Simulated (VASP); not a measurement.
# Bi2Se3: electric field gradients with PBEsol

The system is Bi2Se3.

```
Bi Se
1.0
     2.07838    1.19995    9.57704
    -2.07838    1.19995    9.57704
     0.00000   -2.39991    9.57704
Bi Se
2 3
Direct
  0.40080 0.40080 0.40080
  0.59920 0.59920 0.59920
  0.00000 0.00000 0.00000
  0.21170 0.21170 0.21170
  0.78830 0.78830 0.78830
```

This cell differs from its parent crystal: volume scaled by 1.01.

```
Program                : VASP 6.6.1
Task                   : electric field gradients
Functional             : PBEsol
Potentials or basis    : VASP PAW PBE potentials, release 64 (Bi_d, Se)
Cutoff                 : 520 eV
k mesh                 : 6 × 6 × 6
Occupations            : fermi-dirac, width 0.03 eV
Spin                   : no spin polarisation
Dipole correction      : no
Further INCAR settings : ALGO = Normal; EDIFF = 1e-08; NBANDS = 32
```

* Pressure: -0.9 GPa
* Largest force: 0.161 eV/Å
* Band gap on the k mesh: 0.15 eV, direct

Forces in eV/Å, atoms in the order of the input:
```
Bi   0.000  0.000 -0.161
Bi   0.000  0.000  0.161
Se   0.000  0.000  0.000
Se   0.000  0.000 -0.021
Se   0.000  0.000  0.021
```

Levels at points of the mesh, in eV from the valence-band top:
```csv
k point,band 20,band 21,band 22,band 23,band 24,band 25,band 26,band 27,band 28,band 29
"(0.00, 0.00, 0.00)",-1.83,-1.83,-1.17,-1.17,0.00,0.15,1.37,1.37,2.08,2.69
"(0.50, 0.00, 0.00)",-2.98,-2.97,-2.12,-1.19,-0.55,0.79,1.90,2.91,3.11,4.03
"(0.50, 0.50, 0.00)",-2.54,-1.88,-1.86,-1.59,-0.99,1.30,1.92,2.57,2.94,3.48
"(0.50, 0.50, 0.50)",-1.59,-1.57,-1.33,-1.33,-0.46,0.59,1.68,1.68,2.01,2.35
```

Electric field gradients, principal values (V/Å²):
```tsv
atom	least	middle	greatest (by size)
1 Bi	-1.984	-1.984	3.967
2 Bi	-1.984	-1.984	3.967
3 Se	-36.366	-36.366	72.732
4 Se	6.362	6.362	-12.724
5 Se	6.362	6.362	-12.724
```

Run time: 14 min on 1 thread of Intel(R) Xeon(R) Platinum 8559C (Emerald Rapids), with other jobs on the host, peak memory 0.93 GiB.

Caveat: without QUAD_EFG the Cq values of the log hold for a quadrupole moment of 1 mb, not for the nuclei; the PAW data sets were made with another functional, which shifts forces and pressure a little; spin-orbit coupling is left out, which moves the levels of the heavy elements. A k mesh can miss the band edges.
